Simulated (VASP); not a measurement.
Sb: single point with PBEsol

The system is Sb.

```
CELL_PARAMETERS angstrom
-4.03001 4.03001 2.02549
4.03001 -4.03001 2.02549
4.03001 4.03001 -2.02549
ATOMIC_POSITIONS crystal
Sb 0.65126 0.15126 0.80253
Sb 0.15126 0.34874 0.50000
Sb 0.34874 0.84874 0.19747
Sb 0.84874 0.65126 0.50000
```

```json
{
 "Program": "VASP 6.6.1",
 "Task": "single point",
 "Functional": "PBEsol",
 "Potentials or basis": "VASP PAW PBE potentials, release 64 (Sb)",
 "Cutoff": "520 eV",
 "k mesh": "6 × 6 × 6",
 "Occupations": "methfessel-paxton, width 0.05 eV",
 "Spin": "non-collinear spin, zero start, spin-orbit coupling",
 "Starting moments": "[[0.0, 0.0, 0.0], [0.0, 0.0, 0.0], [0.0, 0.0, 0.0], [0.0, 0.0, 0.0]] μB"
}
```

```
Pressure                                              : -0.2 GPa
Largest force                                         : 0.077 eV/Å
Net moment                                            : 0.00 μB per cell
Valence electrons inside the program's atomic spheres : Sb 2.37
```

Forces on the atoms (eV/Å):
```
Sb  -0.054 -0.054  0.000
Sb   0.054 -0.054  0.000
Sb   0.054  0.054  0.000
Sb  -0.054  0.054  0.000
```

Stress tensor (GPa, compression positive):
```
-0.43  0.00  0.00
 0.00 -0.43  0.00
 0.00  0.00  0.12
```

Moments on the atoms (μB; x, y, z):
```
Sb  0.00 0.00 0.00
Sb  0.00 0.00 0.00
Sb  0.00 0.00 0.00
Sb  0.00 0.00 0.00
```

It took 8.4 min on 1 thread of Intel(R) Xeon(R) Platinum 8124M CPU @ 3.00GHz (Skylake/Cascade Lake), with other jobs on the host, peak memory 0.81 GiB.

Caveat: the PAW data sets were made with another functional, which shifts forces and pressure a little.
